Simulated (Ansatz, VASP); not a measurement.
# Two plane-wave programs on Al2BAs2

Contents of INCAR:

```
SYSTEM = Al2BAs2
PREC = Accurate
ENCUT = 520
EDIFF = 1E-7
ISMEAR = 0
SIGMA = 0.1
LREAL = .FALSE.
LASPH = .TRUE.
NELM = 60
ALGO = Normal
ISIF = 2
LWAVE = .FALSE.
LCHARG = .FALSE.
GGA = PE
NBANDS = 18
```

The input KPOINTS:

```
regular mesh
0
G
  6 6 4
  0 0 0
```

File POSCAR:

```
Al2BAs2
1.0
    3.5333578700      0.0000000000      0.0000000000
    0.0000000000      3.5333578700      0.0000000000
    0.0000000000      0.0000000000      7.2522542000
Al B As
2 1 2
Direct
    0.5000000000      0.0000000000      0.1146059600
    0.0000000000      0.5000000000      0.1146059600
    0.5000000000      0.5000000000      0.2362745300
    0.5000000000      0.0000000000      0.6641332000
    0.0000000000      0.5000000000      0.6641332000
```

Input for Ansatz:

```yaml
crystal:
  lattice:
    - [3.53335787, 0.0, 0.0]
    - [0.0, 3.53335787, 0.0]
    - [0.0, 0.0, 7.2522542]
  atoms:
    - { symbol: Al, position: [0.5, 0.0, 0.11460596] }
    - { symbol: Al, position: [0.0, 0.5, 0.11460596] }
    - { symbol: B, position: [0.5, 0.5, 0.23627453] }
    - { symbol: As, position: [0.5, 0.0, 0.6641332] }
    - { symbol: As, position: [0.0, 0.5, 0.6641332] }
basis:
  ecutwfc: 420
kpoints:
  mp_grid: { grid: [6, 6, 4] }
hamiltonian:
  xc: pbe
scf:
  occupations: { method: gaussian, width: 0.1 }
  lower_state_search: "off"
output:
  forces: true
  stress: true
  eigenvalues: true
```

Alike in both runs: task single point; functional PBE; k mesh 6 × 6 × 4; occupations gaussian, width 0.1 eV; no spin polarisation.

|  | VASP | Ansatz |
| --- | --- | --- |
| version | VASP 6.6.1 | Ansatz 0.2.0 |
| potentials or method | VASP PAW PBE potentials, release 64 (Al, B, As), cutoff 520 eV | scalar-relativistic, plane waves, PAW |
| valence electrons in the cell | 19 | 39 |

|  | VASP | Ansatz | Ansatz less VASP |
| --- | --- | --- | --- |
| gap on the k mesh at the Fermi level (eV) | none | none | - |
| pressure (GPa) | 14.8 | 14.6 | -0.15 |
| traceless stress, the component that is largest in VASP (GPa) | -19.65 | -19.51 | +0.141 |
| rms of the force components (eV/Å) | 0.459 | 0.460 | +0.0007 |

Atom by atom the forces differ by 0.001 eV/Å (rms over components). A gap of «none» marks a metal or a gap that the smearing closes. With one functional, cell and mesh, what is left measures potentials, basis and numerics. VASP's potentials hold 19 valence electrons a cell and Ansatz's 39, so a difference there can come from the potentials and not from the codes.
